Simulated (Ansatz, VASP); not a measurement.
## C in VASP and in Ansatz

INCAR

```
SYSTEM = C
  PREC = Accurate
  ENCUT = 520
  EDIFF = 1E-6
  ISMEAR = -1
  SIGMA = 0.02
  LREAL = .False.
  LASPH = .True.
  NELM = 100
  ALGO = Normal
  ISIF = 2
  LWAVE = .False.
  LCHARG = .True.
  LDIPOL = .True.
  IDIPOL = 3
  DIPOL = 0.5 0.5 0.500
  GGA = CA
  LELF = .True.
  LVHAR = .True.
  LVACPOTAV = .True.
  NBANDS = 21
```

Contents of KPOINTS:

```
Automatic mesh
0
Gamma
  10 10 1
  0 0 0
```

POSCAR

```
C
1.0
    2.4973237396      0.0000000000      0.0000000000
    0.0000000000      2.4973237396      0.0000000000
    0.0000000000      0.0000000000     20.4147000000
C
6
Direct
    0.7500000000      0.0000000000      0.3918748162
    0.2500000000      0.0000000000      0.4351248897
    0.2500000000      0.5000000000      0.4783749632
    0.7500000000      0.5000000000      0.5216250368
    0.7500000000      0.0000000000      0.5648751103
    0.2500000000      0.0000000000      0.6081251838
```

Input for Ansatz:

```yaml
crystal:
  lattice:
    - [2.4973237396, 0.0, 0.0]
    - [0.0, 2.4973237396, 0.0]
    - [0.0, 0.0, 20.4147]
  atoms:
    - { symbol: C, position: [0.75, 0.0, 0.3918748162] }
    - { symbol: C, position: [0.25, 0.0, 0.4351248897] }
    - { symbol: C, position: [0.25, 0.5, 0.4783749632] }
    - { symbol: C, position: [0.75, 0.5, 0.5216250368] }
    - { symbol: C, position: [0.75, 0.0, 0.5648751103] }
    - { symbol: C, position: [0.25, 0.0, 0.6081251838] }
kpoints:
  mp_grid: { grid: [10, 10, 1] }
scf:
  occupations: { method: fermi_dirac, width: 0.02 }
hamiltonian:
  xc: lda
  pseudopotentials: { kind: paw }
output:
  forces: true
  stress: true
  eigenvalues: true
  populations: true
efield:
  axis: 3
  amplitude: 0
  dipole_correction: true
```

Alike in both runs: task single point; functional LDA; k mesh 10 × 10 × 1; occupations fermi-dirac, width 0.02 eV; no spin polarisation.

|  | VASP | Ansatz |
| --- | --- | --- |
| version | VASP 6.6.1 | Ansatz 0.2.0 |
| potentials or method | VASP PAW LDA potentials, release 64 (C) | PAW with Ansatz's default frozen-core files, scalar-relativistic |
| plane-wave cutoff (eV) | 520 | 420 |
| valence electrons in the cell | 24 | 24 |

|  | VASP | Ansatz | Ansatz less VASP |
| --- | --- | --- | --- |
| rms of the force components (eV/Å) | 1.183 | 1.196 | +0.0129 |

LDA's correlation is that of Perdew and Zunger in VASP and of Perdew and Wang (1992) in Ansatz. Atom by atom the forces differ by 0.022 eV/Å (rms over components).
